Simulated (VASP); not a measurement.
Runs of VASP 6.6.1 on PbS. The structure is cubic, space group Pm-3m (No. 221). The conventional cell has a = 3.654 Å, b = 3.654 Å, c = 3.654 Å, α = 90.00°, β = 90.00°, γ = 90.00°. Within 4.2 Å of Pb (site symmetry m-3m) lie 8 S at 3.16 Å and 6 Pb at 3.65 Å. S (site symmetry m-3m) has 8 Pb at 3.16 Å and 6 S at 3.65 Å within 4.2 Å. 

```tsv
spin	U	k mesh	smearing	gap on the mesh (eV)	pressure (GPa)	moment (μB)
collinear, zero start	S p U = 4.2 eV	2 × 2 × 2	tetrahedron	none	6.1	(a)
off	S p U = 1.4 eV	2 × 2 × 2	gaussian 0.1 eV	none	(c)	-
collinear	S p U = 2.0 eV	1 × 1 × 1, shifted	gaussian 0.1 eV	-	3.4	(b)
off	S p U = 6.3 eV	4 × 4 × 4	gaussian 0.1 eV	none	0.3	-
off	S p U = 1.3 eV	4 × 1 × 1	fermi-dirac 0.00861733 eV	0.10	11.4	-
off	S p U = 8.8 eV	4 × 4 × 4	gaussian 0.1 eV	none	0.7	-
```

Alike in all rows: task single point; level PBE+U; potentials or basis VASP PAW PBE potentials, release 64 (Pb_d, S); cell as given; cutoff (eV) 500.

Question: Fill in the values left out.

Answer: (a) 0.03; (b) 0.00; (c) -4.0.

Caveats: all runs use coarse meshes; spin-orbit coupling is left out, which moves the levels of the heavy elements; semilocal functionals underestimate gaps, so a narrow gap can read as zero (at least some runs); U without spin polarisation on a metal has little footing (at least some runs); tetrahedron occupations give inexact forces and stress in metals (at least some runs); an odd mesh through Γ misses points on the zone boundary, where band edges can lie (at least some runs).

A k mesh can miss the band edges, and the runs leave out spin-orbit coupling on Pb.

A gap of «none» marks levels without a gap at the run's occupations.
